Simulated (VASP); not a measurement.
The system is LuHfF.

```
CELL_PARAMETERS angstrom
3.01659 0.00000 0.00000
-1.50830 2.61244 0.00000
0.00000 0.00000 6.97369
ATOMIC_POSITIONS crystal
Lu 0.33333 0.66667 0.00000
Hf 0.33333 0.66667 0.50000
F 0.00000 0.00000 0.50000
```

| Item | Value |
| --- | --- |
| Program | VASP 6.6.1 |
| Task | relaxation of cell and atoms |
| Functional | PBE |
| Potentials or basis | VASP PAW PBE potentials, release 64 (Lu, Hf_pv, F) |
| Cutoff | 600 eV |
| k mesh | 6 × 6 × 4 |
| Occupations | gaussian, width 0.1 eV |
| Spin | no spin polarisation |

At the start: pressure 68.2 GPa; volume 18.32 Å³/atom.

Question: Where does the relaxation end?

Answer: Over 12 steps the energy falls by 1821.6 meV/atom and the volume is 24.12 Å³/atom (+31.6 %); space group P-6m2 (No. 187, to 0.05 Å).

Step by step:
| step | energy change (eV) | largest force (eV/Å) | pressure (GPa) | volume (Å³) |
| --- | --- | --- | --- | --- |
| 1 | 0.0000 | 0.0000 | 68.17 | 54.96 |
| 2 | 1.2223 | 0.0000 | -20.63 | 132.60 |
| 3 | -5.1677 | 0.0000 | -7.71 | 83.72 |
| 4 | -5.3015 | 0.0000 | -5.15 | 80.43 |
| 5 | -5.3445 | 0.0000 | -2.19 | 77.29 |
| 6 | -5.3441 | 0.0000 | -2.69 | 77.77 |
| 7 | -5.4478 | 0.0000 | -1.33 | 74.37 |
| 8 | -5.4641 | 0.0000 | -0.47 | 72.75 |
| 9 | -5.4643 | 0.0000 | -0.32 | 72.53 |
| 10 | -5.4643 | 0.0000 | -0.39 | 72.63 |
| 11 | -5.4645 | 0.0000 | 0.22 | 72.13 |
| 12 | -5.4648 | 0.0000 | -0.04 | 72.35 |

Final structure:
```
CELL_PARAMETERS angstrom
3.60655 0.00000 0.00000
-1.80327 3.12336 0.00000
0.00000 0.00000 6.42247
ATOMIC_POSITIONS crystal
Lu 0.33333 0.66667 0.00000
Hf 0.33333 0.66667 0.50000
F 0.00000 0.00000 0.50000
```

Caveat: the k points lie up to 0.34 Å⁻¹ apart in the final cell; the volume moved by over 15 % at a fixed basis, so the end points are rough.
